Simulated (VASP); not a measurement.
Wanted: the native input for a VASP 6.6.1 run.

| Quantity | Value |
| --- | --- |
| Task | relaxation of cell and atoms |
| Functional | LDA |
| Potentials or basis | VASP PAW LDA potentials, release 64 (In_d, As) |
| Cutoff | 600 eV |
| k mesh | 14 × 14 × 14 |
| Occupations | fermi-dirac, width 0.08 eV |
| Spin | no spin polarisation |
| Target pressure | 10 GPa |
| Dipole correction | no |
| Further INCAR settings | ALGO = Normal; EDIFF = 1e-07; IBRION = 2; EDIFFG = -0.002; NSW = 100; ISIF = 3 |

The structure of InAs lies in POSCAR:

```
InAs
1.0
    0.0000000000      3.0129702486      3.0129702486
    3.0129702486      0.0000000000      3.0129702486
    3.0129702486      3.0129702486      0.0000000000
In As
1 1
Direct
    0.0000000000      0.0000000000      0.0000000000
    0.7500000000      0.7500000000      0.7500000000
```

One way to write it, as run:

INCAR

```
SYSTEM = InAs
  PREC = Accurate
  ENCUT = 600
  EDIFF = 1E-7
  ISMEAR = -1
  SIGMA = 0.08
  LREAL = .False.
  LASPH = .True.
  NELM = 100
  ALGO = Normal
  ISIF = 3
  LWAVE = .False.
  LCHARG = .False.
  GGA = CA
  IBRION = 2
  NSW = 100
  EDIFFG = -0.002
  PSTRESS = 100.0
```

KPOINTS

```
regular mesh
0
Gamma
  14 14 14
  0 0 0
```

Potentials or basis: VASP PAW LDA potentials, release 64 (In_d, As).

The run is started by

```console
$ cat potpaw_LDA.64/In_d/POTCAR potpaw_LDA.64/As/POTCAR > POTCAR
$ mpirun -np 1 vasp_std > vasp.out
```

It gave:

```json
{
  "Relaxed volume": "24.23 Å³/atom",
  "Relaxed cell": "a = 4.093 Å, b = 4.093 Å, c = 4.093 Å, α = 60.00°, β = 60.00°, γ = 60.00°",
  "Space group after relaxing (to 0.1 Å)": "F-43m (No. 216)",
  "Energy change on relaxing (the run minimises the enthalpy)": "+88.8 meV/atom",
  "Ionic steps": "7",
  "Pressure after relaxing": "10.0 GPa",
  "Band gap on the k mesh": "0.28 eV"
}
```

Caveat: the cell is relaxed towards a set pressure, so the run minimises the enthalpy, not the energy; semilocal functionals underestimate gaps, and a narrow one can read as zero; spin-orbit coupling is left out, which moves the levels of the heavy elements.

Wall time 14 min on 1 thread of Intel Xeon 8259CL (shared host), peak memory 0.27 GiB.
